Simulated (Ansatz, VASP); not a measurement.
## HfO2 in VASP and in Ansatz

File POSCAR:

```
HfO2
1.0
    5.2472091409      0.0000000000      0.0000000000
    0.0000000000      5.0307626710      0.0000000000
    0.0000000000      0.0000000000      5.0597813407
Hf O
4 8
Direct
    0.0032463236      0.2517008401      0.2080098695
    0.4967536779      0.2517008401      0.7080098695
    0.5032463236      0.7482991569      0.2080098695
    0.9967536779      0.7482991569      0.7080098695
    0.3075266349      0.0570560760      0.3961144292
    0.1924733666      0.0570560760      0.8961144292
    0.7940317457      0.4460567426      0.5088757013
    0.7059682558      0.4460567426      1.0088757013
    0.2059682558      0.5539432634      1.0088757013
    0.2940317367      0.5539432634      0.5088757013
    0.8075266349      0.9429439210      0.3961144292
    0.6924733666      0.9429439210      0.8961144292
```

Contents of INCAR.step1:

```
  ALGO = Normal
  EDIFF = 1E-4
  ENCUT = 520
  GGA = PE
  ISMEAR = 0
  LASPH = True
  LCHARG = False
  LREAL = False
  LWAVE = True
  NBANDS = 56
  NELM = 60
  PREC = Accurate
  SIGMA = 0.01
```

Contents of INCAR.step2:

```
  ALGO = Normal
  EDIFF = 1E-6
  ENCUT = 520
  ISIF = 2
  ISMEAR = 0
  ISTART = 1
  LASPH = True
  LCHARG = False
  LMIXTAU = True
  LREAL = False
  LWAVE = False
  METAGGA = R2SCAN
  NBANDS = 56
  NELM = 60
  PREC = Accurate
  SIGMA = 0.01
```

File KPOINTS:

```
k-points
0
Gamma
  6 6 6
```

Input for Ansatz:

```yaml
crystal:
  lattice:
    - [5.2472091409, 0.0, 0.0]
    - [0.0, 5.030762671, 0.0]
    - [0.0, 0.0, 5.0597813407]
  atoms:
    - { symbol: Hf, position: [0.0032463236, 0.2517008401, 0.2080098695] }
    - { symbol: Hf, position: [0.4967536779, 0.2517008401, 0.7080098695] }
    - { symbol: Hf, position: [0.5032463236, 0.7482991569, 0.2080098695] }
    - { symbol: Hf, position: [0.9967536779, 0.7482991569, 0.7080098695] }
    - { symbol: O, position: [0.3075266349, 0.057056076, 0.3961144292] }
    - { symbol: O, position: [0.1924733666, 0.057056076, 0.8961144292] }
    - { symbol: O, position: [0.7940317457, 0.4460567426, 0.5088757013] }
    - { symbol: O, position: [0.7059682558, 0.4460567426, 1.0088757013] }
    - { symbol: O, position: [0.2059682558, 0.5539432634, 1.0088757013] }
    - { symbol: O, position: [0.2940317367, 0.5539432634, 0.5088757013] }
    - { symbol: O, position: [0.8075266349, 0.942943921, 0.3961144292] }
    - { symbol: O, position: [0.6924733666, 0.942943921, 0.8961144292] }
basis:
  ecutwfc: 500
  xc_grid: 2
kpoints:
  mp_grid: { grid: [6, 6, 6] }
hamiltonian:
  xc: r2scan
  pseudopotentials: { kind: paw, azcp: { folder: soft_1 } }
scf:
  occupations: { method: fixed }
output:
  forces: true
  stress: true
  eigenvalues: true
  polarization: {}
```

Change from the starting cell: polar distortion scaled by 0.10.

Alike in both runs: task single point; functional r2SCAN; k mesh 6 × 6 × 6; no spin polarisation.

|  | VASP | Ansatz |
| --- | --- | --- |
| version | VASP 6.6.1 | Ansatz 0.2.0 |
| potentials or method | VASP PAW PBE potentials, release 64 (Hf_pv, O), cutoff 520 eV | scalar-relativistic, plane waves, PAW |
| occupations | gaussian, width 0.01 eV | fixed |
| valence electrons in the cell | 88 | 152 |

```csv
,VASP,Ansatz,Ansatz less VASP
gap on the k mesh at the Fermi level (eV),4.45,4.51,+0.055
least direct gap on the mesh (eV),4.67,4.73,+0.059
pressure (GPa),0.9,4.7,+3.79
"traceless stress, the component that is largest in VASP (GPa)",-8.81,-8.59,+0.225
rms of the force components (eV/Å),0.156,0.158,+0.0023
```

VASP's potentials were made for PBE, not for r2SCAN. Atom by atom the forces differ by 0.019 eV/Å (rms over components). VASP's potentials hold 88 valence electrons a cell and Ansatz's 152, so a difference there can come from the potentials and not from the codes.

Spin-orbit coupling is off throughout.
